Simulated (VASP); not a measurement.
# Sn (Fd-3m) in VASP: a series of runs

The runs below take Sn through single point, with PBE.

All numbers are computed with VASP 6.6.1; they aren't measurements. Logs are shortened: lines on timing, memory, paths and dates and some standing lists are left out, and cuts for length are marked.

### Step 1. The cell of the first run

It takes space group Fd-3m (No. 227, cubic). Conventional cell: a = 6.658 Å, b = 6.658 Å, c = 6.658 Å, α = 90.00°, β = 90.00°, γ = 90.00°. Sn (site symmetry -43m) has 4 Sn at 2.88 Å within 3.8 Å.

### Step 2. Single point, PBE

The input, INCAR:

```
SYSTEM = Sn
PREC = Accurate
ENCUT = 520
EDIFF = 1E-6
ISMEAR = 1
SIGMA = 1.0
LREAL = .False.
LASPH = .True.
NELM = 100
ALGO = Normal
ISIF = 2
LWAVE = .False.
LCHARG = .False.
GGA = PE
NBANDS = 21
```

The input, KPOINTS:

```
regular mesh
0
Gamma
  8 8 8
  0 0 0
```

The input, POSCAR:

```
Sn
1.0
    0.0000000000      3.3289000152      3.3289000152
    3.3289000152      0.0000000000      3.3289000152
    3.3289000152      3.3289000152      0.0000000000
Sn
2
Direct
    0.5000000000      0.5000000000      0.5000000000
    0.7500000000      0.7500000000      0.7500000000
```

Potentials or basis: VASP PAW PBE potentials, release 64 (Sn_d).

Run with:

```sh
$ cat potpaw_PBE.64/Sn_d/POTCAR > POTCAR
$ mpirun -np 1 vasp_std > vasp.out
```

OUTCAR:

```text
SYSTEM = Sn
   PREC = Accurate
   ENCUT = 520
   EDIFF = 1E-6
   ISMEAR = 1
   LREAL = .False.
   LASPH = .True.
   NELM = 100
   ISIF = 2
   GGA = PE

 ion  position               nearest neighbor table
   1  0.500  0.500  0.500-   2 2.88   2 2.88   2 2.88   2 2.88
   2  0.750  0.750  0.750-   1 2.88   1 2.88   1 2.88   1 2.88

  LATTYP: Found a face centered cubic cell.
 ALAT       =     6.6578000304

  Lattice vectors:

 A1 = (   0.0000000000,   3.3289000152,   3.3289000152)
 A2 = (   3.3289000152,   0.0000000000,   3.3289000152)
 A3 = (   3.3289000152,   3.3289000152,   0.0000000000)

Analysis of symmetry for initial positions (statically):
=====================================================================
 Subroutine PRICEL returns:
 Original cell was already a primitive cell.

 Routine SETGRP: Setting up the symmetry group for a
 face centered cubic supercell.

 Subroutine GETGRP returns: Found 48 space group operations
 (whereof 24 operations were pure point group operations)
 out of a pool of 48 trial point group operations.

The static configuration has the point symmetry T_d .
 The point group associated with its full space group is O_h .

Analysis of symmetry for dynamics (positions and initial velocities):
=====================================================================
 Subroutine PRICEL returns:
 Original cell was already a primitive cell.

 Routine SETGRP: Setting up the symmetry group for a
 face centered cubic supercell.

 Subroutine GETGRP returns: Found 48 space group operations
 (whereof 24 operations were pure point group operations)
 out of a pool of 48 trial point group operations.

The dynamic configuration has the point symmetry T_d .
 The point group associated with its full space group is O_h .

 Subroutine INISYM returns: Found 48 space group operations
 (whereof 24 operations are pure point group operations),
 and found     1 'primitive' translations

----------------------------------------------------------------------------------------

                                     Primitive cell

  volume of cell :      73.7789

  direct lattice vectors                    reciprocal lattice vectors
     0.000000000  3.328900015  3.328900015    -0.150199765  0.150199765  0.150199765
     3.328900015  0.000000000  3.328900015     0.150199765 -0.150199765  0.150199765
     3.328900015  3.328900015  0.000000000     0.150199765  0.150199765 -0.150199765

  length of vectors
[... 78 lines left out ...]
   LSORBIT =      F    spin-orbit coupling
   LASPH  =      T    aspherical Exc in radial PAW
   ENCUT  =  520.0 eV  38.22 Ry    6.18 a.u.   8.75  8.75  8.75*2*pi/ulx,y,z
   NELM   =    100;   NELMIN=  2; NELMDL= -5     # of ELM steps
   EDIFF  = 0.1E-05   stopping-criterion for ELM
   LREAL  =      F    real-space projection
   EDIFFG = 0.1E-04   stopping-criterion for IOM
   NSW    =      0    number of steps for IOM
   IBRION =     -1    ionic relax: 0-MD 1-quasi-New 2-CG
   NFREE  =      0    steps in history (QN), initial steepest desc. (CG)
   ISIF   =      2    stress and relaxation
   ISYM   =      2    0-nonsym 1-usesym 2-fastsym
   POTIM  = 0.5000    time-step for ionic-motion
   TEBEG  =    0.0;   TEEND  =   0.0 temperature during run
   PSTRESS=    0.0 pullay stress
   NELECT =      28.0000    total number of electrons
   NUPDOWN=      -1.0000    fix difference up-down
   EMIN   =  10.00;   EMAX   =-10.00  energy-range for DOS
   EFERMI =   0.00;   METHOD = LEGACY
   ISMEAR =     1;   SIGMA  =   1.00  broadening in eV -4-tet -1-fermi 0-gaus
   EFERMI_NEDOS =   21; number of points for ismear=-14 and -15
   IALGO  =     38    algorithm
   IMIX   =      4    mixing-type and parameters
     AMIX     =   0.40;   BMIX     =  1.00
     AMIX_MAG =   1.60;   BMIX_MAG =  1.00
  volume/ion in A,a.u.               =      36.89       248.94
  Fermi-wavevector in a.u.,A,eV,Ry     =   1.185269  2.239833 19.114301  1.404862
  Thomas-Fermi vector in A             =   2.321466
   LORBIT       =      0    0 simple, 1 ext, 2 COOP (PROOUT), +10 PAW based schemes
   GGA     = PE    functional components
   LHFCALC =     F    Hartree Fock is set to
   AEXX    =    0.0000 exact exchange contribution
   IVDW    =     0    specifies the selected vdW correction
   LEPSILON=     F    determine dielectric tensor
   LRPA    =     F    only Hartree local field effects (RPA)
 non-spin polarized calculation
 Methfessel and Paxton  Order N= 1 SIGMA  =   1.00
  energy-cutoff  :      520.00
  volume of cell :       73.78
 maximum number of plane-waves:      2012
   NGX = 17   NGY = 17   NGZ = 17

 number of electron      28.0000008 magnetization

 Free energy of the ion-electron system (eV)
  ---------------------------------------------------
  ext. energy  EPLUGINS =         0.00000000
  ---------------------------------------------------
  free energy    TOTEN  =        -7.64072181 eV

  energy without entropy =       -7.79866007  energy(sigma->0) =       -7.69336790

 E-fermi :   4.9044     XC(G=0):  -8.5400

 val. band max:        4.8138112198   @ k =   0.3750   0.0000   0.0000
 cond. band min:       4.9520642028   @ k =   0.0000   0.0000   0.0000
 fundamental gap:      0.1382529829
 Fermi energy:         4.9044299001

 k-point     1 :       0.0000    0.0000    0.0000
  band No.  band energies     occupation
      1     -16.6829      2.00000
      2     -16.6829      2.00000
      3     -16.6829      2.00000
      4     -16.6333      2.00000
      5     -16.6333      2.00000
      6     -16.3818      2.00000
[... 565 lines left out ...]
     20      13.2862     -0.00000
     21      13.6545     -0.00000

 [... further k-points ...]

------------------------ aborting loop because EDIFF is reached ----------------------------------------

  FORCE on cell =-STRESS in cart. coord.  units (eV):
  Direction    XX          YY          ZZ          XY          YZ          ZX
  --------------------------------------------------------------------------------------
  -------------------------------------------------------------------------------------
  Total       -0.0979621     -0.0979621     -0.0979621      0.0000000      0.0000000      0.0000000
  in kB       -2.1273372     -2.1273372     -2.1273372      0.0000000      0.0000000      0.0000000
  external PRESSURE =      -2.1273372 kB  Pullay stress =       0.0000000 kB

 VOLUME and BASIS-vectors are now :
 -----------------------------------------------------------------------------
  energy-cutoff  :      520.00
  volume of cell :       73.78
      direct lattice vectors                 reciprocal lattice vectors
     0.000000000  3.328900015  3.328900015    -0.150199765  0.150199765  0.150199765
     3.328900015  0.000000000  3.328900015     0.150199765 -0.150199765  0.150199765
     3.328900015  3.328900015  0.000000000     0.150199765  0.150199765 -0.150199765

 POSITION                                       TOTAL-FORCE (eV/Angst)
 -----------------------------------------------------------------------------------
      3.32890      3.32890      3.32890         0.000000      0.000000      0.000000
      4.99335      4.99335      4.99335        -0.000000     -0.000000     -0.000000
 -----------------------------------------------------------------------------------
    total drift:                                0.000000      0.000000      0.000000

  FREE ENERGIE OF THE ION-ELECTRON SYSTEM (eV)
  ---------------------------------------------------
  free  energy   TOTEN  =        -7.6407218119 eV

  energy  without entropy=       -7.7986600690  energy(sigma->0) =       -7.69336790
```

stdout:

```text
POSCAR found type information on POSCAR Sn
 POSCAR found :  1 types and       2 ions
 scaLAPACK will be used
 LDA part: xc-table for (Slater+PW92), standard interpolation
 POSCAR, INCAR and KPOINTS ok, starting setup
 FFT: planning ... GRIDC
 FFT: planning ... GRID_SOFT
 FFT: planning ... GRID
 WAVECAR not read
 entering main loop
```

Run time: 40 s. Hardware: 1 thread of Intel Xeon 6975P-C, shared host; peak memory 0.21 GiB.

Results:

```
Free energy            : -7.6407 eV
Pressure               : -0.2 GPa
Band gap on the k mesh : zero (band 14 reaches 4.95 eV, above the bottom of band 15 at 4.72 eV)
```

Levels at points of the mesh, in eV from the Fermi level:
| k point | band 10 | band 11 | band 12 | band 13 | band 14 | band 15 | band 16 | band 17 | band 18 | band 19 |
| --- | --- | --- | --- | --- | --- | --- | --- | --- | --- | --- |
| (0.00, 0.00, 0.00) | -21.28 | -10.15 | -1.20 | 0.05 | 0.05 | 0.05 | 2.11 | 2.11 | 2.11 | 4.93 |
| (0.50, 0.00, 0.00) | -21.24 | -8.68 | -6.07 | -1.04 | -1.04 | -0.19 | 3.16 | 3.16 | 5.65 | 8.15 |
| (0.50, 0.50, 0.00) | -21.23 | -7.30 | -7.30 | -2.26 | -2.26 | 0.86 | 0.86 | 7.20 | 7.20 | 8.73 |

Caveat: spin-orbit coupling is left out, which moves the levels of the heavy elements.

### Step 3. Single point, PBE

The input, INCAR:

```
  ALGO = Normal
  EDIFF = 1E-6
  ENCUT = 520
  GGA = PE
  ISIF = 2
  ISMEAR = -1
  LASPH = True
  LCHARG = True
  LELF = True
  LREAL = False
  LVHAR = True
  LWAVE = False
  NBANDS = 21
  NELM = 80
  PREC = Accurate
  SIGMA = 0.1
```

The input, KPOINTS:

```
k-points
0
Gamma
  9 9 9
```

POSCAR is that of step 2.

Potentials or basis: VASP PAW PBE potentials, release 64 (Sn_d).

Run with:

```sh
$ cat potpaw_PBE.64/Sn_d/POTCAR > POTCAR
$ mpirun -np 1 vasp_std > vasp.out
```

It took 43 s on 1 thread of Intel Xeon 6975P-C, shared host; peak memory 0.22 GiB.

The run converged. Its results:

| Property | Result |
| --- | --- |
| Free energy | -7.6936 eV |
| Pressure | 0.0 GPa |
| Band gap on the k mesh | zero (band 14 reaches 4.95 eV, above the bottom of band 15 at 4.73 eV) |

Levels at points of the mesh, in eV from the Fermi level:
```tsv
k point	band 10	band 11	band 12	band 13	band 14	band 15	band 16	band 17	band 18	band 19
(0.00, 0.00, 0.00)	-21.21	-10.08	-1.13	0.12	0.12	0.12	2.18	2.18	2.18	4.99
```

Caveat: spin-orbit coupling is left out, which moves the levels of the heavy elements.
